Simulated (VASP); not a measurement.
The system is SiC2.

```
C Si
1.0
     2.94738    0.00000    0.00000
    -1.47369    2.55251    0.00000
     0.00000    0.00000    7.26314
C Si
4 2
Direct
  0.00000 0.00000 0.88974
  0.66667 0.33333 0.53473
  0.33333 0.66667 0.46527
  0.00000 0.00000 0.11026
  0.33333 0.66667 0.20391
  0.66667 0.33333 0.79609
```

- Program: VASP 6.6.1
- Task: relaxation of cell and atoms
- Functional: r2SCAN
- Potentials or basis: VASP PAW PBE potentials, release 64 (C, Si)
- Cutoff: 600 eV
- k mesh: 12 × 12 × 4
- Occupations: fermi-dirac, width 0.02 eV
- Spin: no spin polarisation

At the start: pressure -3.6 GPa; volume 9.11 Å³/atom.

Problem. Where does the relaxation end?

Solution. Over 7 steps the energy falls by 2.2 meV/atom and the volume is 8.99 Å³/atom (-1.3 %); space group P-3m1 (No. 164, to 0.1 Å) before and after.

Step by step:
```tsv
step	energy change (eV)	largest force (eV/Å)	pressure (GPa)	volume (Å³)
1	0.0000	0.3691	-3.57	54.64
2	0.0116	0.5585	4.94	53.05
3	-0.0127	0.0539	-0.13	53.97
4	-0.0129	0.0256	0.13	53.90
5	-0.0130	0.0224	0.07	53.92
6	-0.0130	0.0089	-0.02	53.93
7	-0.0130	0.0009	0.00	53.93
```

Final structure:
```
C Si
1.0
     2.93662    0.00000    0.00000
    -1.46831    2.54319    0.00000
     0.00000    0.00000    7.22091
C Si
4 2
Direct
  0.00000 0.00000 0.88854
  0.66667 0.33333 0.53532
  0.33333 0.66667 0.46468
  0.00000 0.00000 0.11146
  0.33333 0.66667 0.20367
  0.66667 0.33333 0.79633
```

Caveat: the PAW data sets were made with another functional, which shifts forces and pressure a little.
